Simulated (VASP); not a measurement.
# CoO (I4/mmm) in VASP: notebook

The runs below take CoO through single point, with PBE+U.

All numbers are computed with VASP 6.6.1; they aren't measurements. Logs are shortened: lines on timing, memory, paths and dates and some standing lists are left out, and cuts for length are marked.

## (1) The cell of the first run

The structure is tetragonal, space group I4/mmm (No. 139). The conventional cell has a = 3.016 Å, b = 3.016 Å, c = 4.214 Å, α = 90.00°, β = 90.00°, γ = 90.00°. Within 2.8 Å of Co (site symmetry 4/mmm) lie 6 O at 2.11 to 2.13 Å. Within 2.8 Å of O (site symmetry 4/mmm) lie 6 Co at 2.11 to 2.13 Å.

## (2) Single point, PBE+U, collinear spin, ferromagnetic start

The input, INCAR:

```
  PREC = Accurate
  ENCUT = 520
  EDIFF = 1E-6
  ISMEAR = 0
  SIGMA = 0.1
  LREAL = False
  LASPH = True
  NELM = 150
  ALGO = Normal
  ISIF = 2
  LWAVE = False
  LCHARG = False
  ISPIN = 2
  MAGMOM = 3 0
  LORBIT = 11
  LMAXMIX = 4
  LDAU = True
  LDAUTYPE = 2
  LDAUL = 2 -1
  LDAUU = 3.32 0
  LDAUJ = 0 0
  LDAUPRINT = 1
  GGA = PE
  NBANDS = 18
```

The input, KPOINTS:

```
regular mesh
0
Gamma
  8 8 8
```

The input, POSCAR:

```
CoO
1.0
   -1.5080001529      1.5080001529      2.1072499549
    1.5080001529     -1.5080001529      2.1072499549
    1.5080001529      1.5080001529     -2.1072499549
Co O
1 1
Direct
    0.0000000000      0.0000000000      0.0000000000
    0.5000000000      0.5000000000      0.0000000000
```

Potentials or basis: VASP PAW PBE potentials, release 64 (Co, O).

Command:

```console
$ cat potpaw_PBE.64/Co/POTCAR potpaw_PBE.64/O/POTCAR > POTCAR
$ mpirun -np 1 vasp_std > vasp.out
```

OUTCAR:

```text
PREC = Accurate
   ENCUT = 520
   EDIFF = 1E-6
   ISMEAR = 0
   LREAL = False
   LASPH = True
   NELM = 150
   ISIF = 2
   ISPIN = 2
   LORBIT = 11
   GGA = PE

 ion  position               nearest neighbor table
   1  0.000  0.000  0.000-   2 2.11   2 2.11   2 2.13   2 2.13   2 2.13   2 2.13
   2  0.500  0.500  0.000-   1 2.11   1 2.11   1 2.13   1 2.13   1 2.13   1 2.13

  LATTYP: Found a body centered tetragonal cell.
 ALAT       =     3.0160003058
 C/A-ratio  =     1.3973804650

  Lattice vectors:

 A1 = (  -1.5080001529,   1.5080001529,   2.1072499549)
 A2 = (   1.5080001529,  -1.5080001529,   2.1072499549)
 A3 = (   1.5080001529,   1.5080001529,  -2.1072499549)

Analysis of symmetry for initial positions (statically):
=====================================================================
 Subroutine PRICEL returns:
 Original cell was already a primitive cell.

 Routine SETGRP: Setting up the symmetry group for a
 body centered tetragonal supercell.

 Subroutine GETGRP returns: Found 16 space group operations
 (whereof 16 operations were pure point group operations)
 out of a pool of 16 trial point group operations.

The static configuration has the point symmetry D_4h.

Analysis of symmetry for dynamics (positions and initial velocities):
=====================================================================
 Subroutine PRICEL returns:
 Original cell was already a primitive cell.

 Routine SETGRP: Setting up the symmetry group for a
 body centered tetragonal supercell.

 Subroutine GETGRP returns: Found 16 space group operations
 (whereof 16 operations were pure point group operations)
 out of a pool of 16 trial point group operations.

The dynamic configuration has the point symmetry D_4h.

Analysis of structural, dynamic, and magnetic symmetry:
=====================================================================
 Subroutine PRICEL returns:
 Original cell was already a primitive cell.

 Routine SETGRP: Setting up the symmetry group for a
 body centered tetragonal supercell.

 Subroutine GETGRP returns: Found 16 space group operations
 (whereof 16 operations were pure point group operations)
 out of a pool of 16 trial point group operations.

The overall configuration has the point symmetry D_4h.

 Subroutine INISYM returns: Found 16 space group operations
 (whereof 16 operations are pure point group operations),
 and found     1 'primitive' translations

----------------------------------------------------------------------------------------

                                     Primitive cell

  volume of cell :      19.1681

  direct lattice vectors                    reciprocal lattice vectors
    -1.508000153  1.508000153  2.107249955     0.000000000  0.331564953  0.237276076
     1.508000153 -1.508000153  2.107249955     0.331564953  0.000000000  0.237276076
     1.508000153  1.508000153 -2.107249955     0.331564953  0.331564953  0.000000000

  length of vectors
     2.998104617  2.998104617  2.998104617     0.407719578  0.407719578  0.468903654

  position of ions in fractional coordinates (direct lattice)
     0.000000000  0.000000000  0.000000000
     0.500000000  0.500000000  0.000000000

  ion indices of the primitive-cell ions
   primitive index   ion index
                 1           1
                 2           2

----------------------------------------------------------------------------------------

 KPOINTS: regular mesh

Automatic generation of k-mesh.
 Grid dimensions read from file:
 generate k-points for:    8    8    8

 Generating k-lattice:

[... 55 lines left out ...]
   ISPIN  =      2    spin polarized calculation?
   LNONCOLLINEAR =      F non collinear calculations
   LSORBIT =      F    spin-orbit coupling
   LASPH  =      T    aspherical Exc in radial PAW
   ENCUT  =  520.0 eV  38.22 Ry    6.18 a.u.   5.57  5.57  5.57*2*pi/ulx,y,z
   NELM   =    150;   NELMIN=  2; NELMDL= -5     # of ELM steps
   EDIFF  = 0.1E-05   stopping-criterion for ELM
   LREAL  =      F    real-space projection
[... 7 lines left out ...]
   TEBEG  =    0.0;   TEEND  =   0.0 temperature during run
   PSTRESS=    0.0 pullay stress
   NELECT =      15.0000    total number of electrons
   NUPDOWN=      -1.0000    fix difference up-down
   EMIN   =  10.00;   EMAX   =-10.00  energy-range for DOS
   EFERMI =   0.00;   METHOD = LEGACY
   ISMEAR =     0;   SIGMA  =   0.10  broadening in eV -4-tet -1-fermi 0-gaus
   EFERMI_NEDOS =   21; number of points for ismear=-14 and -15
   IALGO  =     38    algorithm
   IMIX   =      4    mixing-type and parameters
     AMIX     =   0.40;   BMIX     =  1.00
     AMIX_MAG =   1.60;   BMIX_MAG =  1.00
  volume/ion in A,a.u.               =       9.58        64.68
  Fermi-wavevector in a.u.,A,eV,Ry     =   1.508617  2.850873 30.965840  2.275925
  Thomas-Fermi vector in A             =   2.619048
   LORBIT       =     11    0 simple, 1 ext, 2 COOP (PROOUT), +10 PAW based schemes
 LDA+U is selected, type is set to LDAUTYPE =  2
   angular momentum for each species LDAUL =     2   -1
   U (eV)           for each species LDAUU =   3.3  0.0
   J (eV)           for each species LDAUJ =   0.0  0.0
   GGA     = PE    functional components
   LHFCALC =     F    Hartree Fock is set to
   AEXX    =    0.0000 exact exchange contribution
   IVDW    =     0    specifies the selected vdW correction
   LEPSILON=     F    determine dielectric tensor
   LRPA    =     F    only Hartree local field effects (RPA)
 spin polarized calculation
 Gauss-broadening in eV      SIGMA  =   0.10
  energy-cutoff  :      520.00
  volume of cell :       19.17
 maximum number of plane-waves:       532
 NGX is ok and might be reduce to    24
   NGX = 11   NGY = 11   NGZ = 11

atom =   1  type =  1  l = 2

 onsite density matrix

spin component  1

  1.0113  0.0000  0.0000  0.0000 -0.0000
  0.0000  0.9696 -0.0000  0.0000  0.0000
  0.0000 -0.0000  1.0151  0.0000 -0.0000
  0.0000  0.0000  0.0000  0.9696 -0.0000
 -0.0000  0.0000 -0.0000 -0.0000  0.9666

spin component  2

  0.1264  0.0000  0.0000 -0.0000 -0.0000
  0.0000  0.4933 -0.0000  0.0000 -0.0000
  0.0000 -0.0000  0.1532  0.0000 -0.0000
 -0.0000  0.0000  0.0000  0.4933 -0.0000
 -0.0000 -0.0000 -0.0000 -0.0000  0.9588

 occupancies and eigenvectors

  o =  0.1264  v =  0.0000  0.0000  0.0000  0.0000  0.0000  1.0000  0.0000  0.0000  0.0000  0.0000      0.0000  0.0000  0.0000  0.0000  0.0000  0.0000  0.0000  0.0000  0.0000  0.0000
  o =  0.1532  v =  0.0000  0.0000  0.0000  0.0000  0.0000  0.0000 -0.0000 -1.0000 -0.0000  0.0000      0.0000  0.0000  0.0000  0.0000  0.0000  0.0000  0.0000  0.0000  0.0000  0.0000
  o =  0.4933  v =  0.0000  0.0000  0.0000  0.0000  0.0000  0.0000  0.7589 -0.0000  0.6512  0.0000      0.0000  0.0000  0.0000  0.0000  0.0000  0.0000  0.0000  0.0000  0.0000  0.0000
  o =  0.4933  v =  0.0000  0.0000  0.0000  0.0000  0.0000  0.0000  0.6512 -0.0000 -0.7589 -0.0000      0.0000  0.0000  0.0000  0.0000  0.0000  0.0000  0.0000  0.0000  0.0000  0.0000
  o =  0.9588  v =  0.0000  0.0000  0.0000  0.0000  0.0000  0.0000 -0.0000  0.0000 -0.0000  1.0000      0.0000  0.0000  0.0000  0.0000  0.0000  0.0000  0.0000  0.0000  0.0000  0.0000
  o =  0.9666  v =  0.0000  0.0000  0.0000  0.0000 -1.0000  0.0000  0.0000  0.0000  0.0000  0.0000      0.0000  0.0000  0.0000  0.0000  0.0000  0.0000  0.0000  0.0000  0.0000  0.0000
  o =  0.9696  v =  0.0000 -0.7892 -0.0000  0.6141 -0.0000  0.0000  0.0000  0.0000  0.0000  0.0000      0.0000  0.0000  0.0000  0.0000  0.0000  0.0000  0.0000  0.0000  0.0000  0.0000
  o =  0.9696  v =  0.0000 -0.6141 -0.0000 -0.7892 -0.0000  0.0000  0.0000  0.0000  0.0000  0.0000      0.0000  0.0000  0.0000  0.0000  0.0000  0.0000  0.0000  0.0000  0.0000  0.0000
  o =  1.0113  v =  1.0000  0.0000  0.0000  0.0000  0.0000  0.0000  0.0000  0.0000  0.0000  0.0000      0.0000  0.0000  0.0000  0.0000  0.0000  0.0000  0.0000  0.0000  0.0000  0.0000
  o =  1.0151  v =  0.0000  0.0000 -1.0000 -0.0000 -0.0000  0.0000  0.0000  0.0000  0.0000  0.0000      0.0000  0.0000  0.0000  0.0000  0.0000  0.0000  0.0000  0.0000  0.0000  0.0000

 number of electron      15.0000006 magnetization       3.0004897

 Free energy of the ion-electron system (eV)
  ---------------------------------------------------
  ext. energy  EPLUGINS =         0.00000000
  ---------------------------------------------------
  free energy    TOTEN  =       -11.49558306 eV

  energy without entropy =      -11.48587272  energy(sigma->0) =      -11.49072789

 E-fermi :   7.8536     XC(G=0): -12.4323

 val. band max:        7.8517256804   @ k =  -0.3750   0.5000   0.2500
 cond. band min:       7.8597850952   @ k =   0.2500   0.2500   0.0000
 fundamental gap:      0.0080594148
 Fermi energy:         7.8535574046

 spin component 1

 k-point     1 :       0.0000    0.0000    0.0000
  band No.  band energies     occupation
      1     -12.0335      1.00000
      2       2.5840      1.00000
      3       2.9301      1.00000
      4       2.9301      1.00000
      5       3.0116      1.00000
      6       3.8572      1.00000
[... 1001 lines left out ...]
     17      36.3619      0.00000
     18      38.2887      0.00000

 [... further k-points ...]

------------------------ aborting loop because EDIFF is reached ----------------------------------------

  FORCE on cell =-STRESS in cart. coord.  units (eV):
  Direction    XX          YY          ZZ          XY          YZ          ZX
  --------------------------------------------------------------------------------------
  -------------------------------------------------------------------------------------
  Total        0.3843963      0.3843963     -0.5478145      0.0000000      0.0000000      0.0000000
  in kB       32.1300219     32.1300219    -45.7894368      0.0000000      0.0000000      0.0000000
  external PRESSURE =       6.1568690 kB  Pullay stress =       0.0000000 kB

 VOLUME and BASIS-vectors are now :
 -----------------------------------------------------------------------------
  energy-cutoff  :      520.00
  volume of cell :       19.17
      direct lattice vectors                 reciprocal lattice vectors
    -1.508000153  1.508000153  2.107249955     0.000000000  0.331564953  0.237276076
     1.508000153 -1.508000153  2.107249955     0.331564953  0.000000000  0.237276076
     1.508000153  1.508000153 -2.107249955     0.331564953  0.331564953  0.000000000

 POSITION                                       TOTAL-FORCE (eV/Angst)
 -----------------------------------------------------------------------------------
      0.00000      0.00000      0.00000         0.000000      0.000000      0.000000
      0.00000      0.00000      2.10725        -0.000000     -0.000000     -0.000000
 -----------------------------------------------------------------------------------
    total drift:                               -0.000000      0.000000     -0.000000

  FREE ENERGIE OF THE ION-ELECTRON SYSTEM (eV)
  ---------------------------------------------------
  free  energy   TOTEN  =       -11.4955830646 eV

  energy  without entropy=      -11.4858727191  energy(sigma->0) =      -11.49072789

 total charge

# of ion       s       p       d       tot
------------------------------------------
    1        0.302   0.371   7.133   7.806
    2        1.552   3.457   0.000   5.009
--------------------------------------------------
tot          1.854   3.828   7.133  12.814

 magnetization (x)

# of ion       s       p       d       tot
------------------------------------------
    1        0.020   0.018   2.706   2.744
    2        0.024   0.219   0.000   0.243
--------------------------------------------------
tot          0.044   0.237   2.706   2.986
```

Wall time 18 s (1 thread of Intel Xeon 6975P-C (Granite Rapids), shared host); peak memory 0.17 GiB.

What came out:

| Item | Value |
| --- | --- |
| Free energy | -11.4956 eV |
| Pressure | 0.6 GPa |
| Band gap on the k mesh | zero (filled and empty bands overlap) |
| Net moment | 3.00 μB per cell |
| Site moments | Co +2.74; O +0.24 μB |
| Valence electrons inside the program's atomic spheres | Co 7.81; O 5.01 |

Stress tensor (GPa, compression positive):
```
 3.21  0.00  0.00
 0.00  3.21  0.00
 0.00  0.00 -4.58
```

Eigenvalues of the final occupation matrices:
| site | spin | trace | eigenvalues |
| --- | --- | --- | --- |
| site 1 d | 1 | 4.93 | 0.97 0.97 0.97 1.01 1.02 |
| site 1 d | 2 | 2.23 | 0.13 0.15 0.49 0.49 0.96 |

Caveat: the k points lie up to 0.37 Å⁻¹ apart; a cell with one magnetic atom can't hold antiferromagnetic order, which such compounds often take. The state reached can hang on the start; a lower one may exist.

## (3) Single point, PBE+U, collinear spin, ferromagnetic start

INCAR: that of step 2 with these lines changed.

```diff
@@ -1,3 +1,3 @@
   PREC = Accurate
-  ENCUT = 520
+  ENCUT = 600
   EDIFF = 1E-6
@@ -7,3 +7,3 @@
   LASPH = True
-  NELM = 150
+  NELM = 200
   ALGO = Normal
@@ -23,2 +23,3 @@
   GGA = PE
-  NBANDS = 18
+  NBANDS = 22
+  GGA_COMPAT = False
```

KPOINTS is that of step 2.

POSCAR is that of step 2.

Potentials or basis: VASP PAW PBE potentials, release 64 (Co_sv, O).

Command:

```console
$ cat potpaw_PBE.64/Co_sv/POTCAR potpaw_PBE.64/O/POTCAR > POTCAR
$ mpirun -np 1 vasp_std > vasp.out
```

Wall time 43 s (1 thread of AMD EPYC 9R45 (Zen 5), shared host); peak memory 0.15 GiB.

Results (log left out):

```
Free energy                                           : -11.2308 eV
Pressure                                              : 0.0 GPa
Band gap on the k mesh                                : zero (filled and empty bands overlap)
Net moment                                            : 3.00 μB per cell
Site moments                                          : Co +2.69; O +0.24 μB
Valence electrons inside the program's atomic spheres : Co 14.88; O 5.01
```

Stress tensor (GPa, compression positive):
```
 2.52  0.00  0.00
 0.00  2.52  0.00
 0.00  0.00 -5.02
```

Levels at points of the mesh, in eV from the Fermi level:
Spin up:
| k point | band 9 | band 10 | band 11 | band 12 | band 13 | band 14 | band 15 | band 16 | band 17 | band 18 |
| --- | --- | --- | --- | --- | --- | --- | --- | --- | --- | --- |
| (0.00, 0.00, 0.00) | -4.76 | -3.94 | -3.07 | -2.93 | -2.93 | 1.02 | 16.79 | 17.55 | 17.55 | 17.91 |
| (0.50, 0.00, 0.00) | -4.18 | -3.83 | -2.90 | -0.63 | -0.54 | 5.03 | 9.43 | 13.26 | 13.49 | 20.19 |
| (0.50, 0.50, 0.00) | -4.34 | -4.13 | -3.95 | -3.93 | -3.02 | 5.77 | 9.92 | 11.13 | 15.84 | 15.86 |
| (0.50, 0.50, 0.50) | -4.25 | -4.24 | -4.24 | -3.96 | -3.96 | 5.82 | 9.98 | 11.30 | 15.72 | 15.72 |
Spin down:
```tsv
k point	band 7	band 8	band 9	band 10	band 11	band 12	band 13	band 14
(0.00, 0.00, 0.00)	-2.49	-2.49	-2.42	-1.04	-1.04	0.94	1.54	1.59
(0.50, 0.00, 0.00)	-4.52	-4.30	-1.32	0.06	0.22	3.52	4.00	5.27
(0.50, 0.50, 0.00)	-3.89	-3.72	-2.20	-1.34	0.26	1.54	2.48	6.70
(0.50, 0.50, 0.50)	-3.83	-3.83	-3.44	0.25	0.25	1.91	2.16	6.72
```

Eigenvalues of the final occupation matrices:
```csv
site,spin,trace,eigenvalues
site 1 d,1,4.68,0.92 0.93 0.93 0.95 0.96
site 1 d,2,2.01,0.09 0.11 0.45 0.45 0.91
```

Caveat: the k points lie up to 0.37 Å⁻¹ apart; a cell with one magnetic atom can't hold antiferromagnetic order, which such compounds often take. The state reached can hang on the start; a lower one may exist.

## (4) Single point, PBE+U, collinear spin, ferromagnetic start

This run uses another cell than the first one, of 10.18 Å³/atom, 1.062 times its volume.

The input, INCAR:

```
PREC = Accurate
ENCUT = 520
EDIFF = 1E-6
ISMEAR = 0
SIGMA = 0.01
LREAL = False
LASPH = True
NELM = 150
ALGO = Normal
ISIF = 2
LWAVE = False
LCHARG = True
ISPIN = 2
MAGMOM = 2.84 0.26
LORBIT = 11
LMAXMIX = 4
LDAU = True
LDAUTYPE = 2
LDAUL = 2 -1
LDAUU = 3.32 0
LDAUJ = 0 0
LDAUPRINT = 1
GGA = PE
LELF = True
LVHAR = True
NBANDS = 18
```

The input, KPOINTS:

```
Automatic mesh
0
Gamma
  16 16 16
```

The input, POSCAR:

```
CoO
1.0
   -1.4988479115      1.4988479115      2.2653713725
    1.4988479115     -1.4988479115      2.2653713725
    1.4988479115      1.4988479115     -2.2653713725
Co O
1 1
Direct
    0.0000000000      0.0000000000      0.0000000000
    0.5000000000      0.5000000000      0.0000000000
```

Potentials or basis: VASP PAW PBE potentials, release 64 (Co, O).

Command:

```console
$ cat potpaw_PBE.64/Co/POTCAR potpaw_PBE.64/O/POTCAR > POTCAR
$ mpirun -np 1 vasp_std > vasp.out
```

Wall time 9 min (1 thread of Oxide Virtual Turin-like, shared host); peak memory 0.27 GiB.

It converged, with:

```yaml
Free_energy: -11.9338 eV
Pressure: -3.3 GPa
Band_gap_on_the_k_mesh: 0.12 eV, indirect (least direct gap 1.04 eV)
Net_moment: 3.00 μB per cell
Site_moments: Co +2.74; O +0.21 μB
Valence_electrons_inside_the_program's_atomic_spheres: Co 7.74; O 4.99
```

Stress tensor (GPa, compression positive):
```
-3.67  0.00  0.00
 0.00 -3.67  0.00
 0.00  0.00 -2.67
```

Levels at points of the mesh, in eV from the valence-band top:
Spin up:
```csv
k point,band 6,band 7,band 8,band 9,band 10,band 11,band 12,band 13
"(0.00, 0.00, 0.00)",-3.31,-2.18,-2.18,-1.76,1.47,16.83,17.34,17.86
"(0.50, 0.00, 0.00)",-2.84,-2.25,-0.05,0.00,5.60,9.61,13.04,14.40
"(0.50, 0.50, 0.00)",-3.64,-3.58,-2.88,-2.59,6.19,10.50,11.31,15.30
"(0.50, 0.50, 0.50)",-3.14,-3.14,-2.53,-2.53,6.04,9.85,11.42,16.41
```
Spin down:
| k point | band 3 | band 4 | band 5 | band 6 | band 7 | band 8 | band 9 | band 10 |
| --- | --- | --- | --- | --- | --- | --- | --- | --- |
| (0.00, 0.00, 0.00) | -1.83 | -1.74 | -1.74 | -1.42 | 1.11 | 1.35 | 1.75 | 2.97 |
| (0.50, 0.00, 0.00) | -3.56 | -3.25 | -1.06 | -0.52 | 2.35 | 3.85 | 4.55 | 5.96 |
| (0.50, 0.50, 0.00) | -3.16 | -2.77 | -2.56 | -0.99 | 2.09 | 2.59 | 3.19 | 7.20 |
| (0.50, 0.50, 0.50) | -2.72 | -2.72 | -0.92 | -0.92 | 0.12 | 1.67 | 3.48 | 7.16 |

Eigenvalues of the final occupation matrices:
| site | spin | trace | eigenvalues |
| --- | --- | --- | --- |
| site 1 d | 1 | 4.92 | 0.97 0.97 0.97 1.00 1.01 |
| site 1 d | 2 | 2.22 | 0.04 0.09 0.16 0.96 0.96 |

Caveat: a cell with one magnetic atom can't hold antiferromagnetic order, which such compounds often take. A k mesh can miss the band edges.

## (5) Summary

| potentials or basis | cell | k mesh | cutoff (eV) | smearing | second run | gap on the mesh (eV) | pressure (GPa) | moment (μB) |
| --- | --- | --- | --- | --- | --- | --- | --- | --- |
| VASP PAW PBE potentials, release 64 (Co, O) | a = 2.998 Å, angles 119.6, 119.6, 90.7°, 2 atoms | 8 × 8 × 8 | 520 | gaussian 0.1 eV | - | none | 0.6 | 3.00 |
| VASP PAW PBE potentials, release 64 (Co_sv, O) | a = 2.998 Å, angles 119.6, 119.6, 90.7°, 2 atoms | 8 × 8 × 8 | 600 | gaussian 0.1 eV | valence_matched | none | 0.0 | 3.00 |
| VASP PAW PBE potentials, release 64 (Co, O) | a = 3.102 Å, angles 122.2, 122.2, 86.2°, 2 atoms | 16 × 16 × 16 | 520 | gaussian 0.01 eV | - | 0.12 | -3.3 | 3.00 |

Alike in all rows: task single point; level PBE+U; spin collinear, ferromagnetic start; Co d U = 3.32 eV.

Caveats: some runs use coarse meshes; a cell with one magnetic atom can't hold antiferromagnetic order, which such compounds often take.

Absolute energies hang on the potentials; compare differences alone.
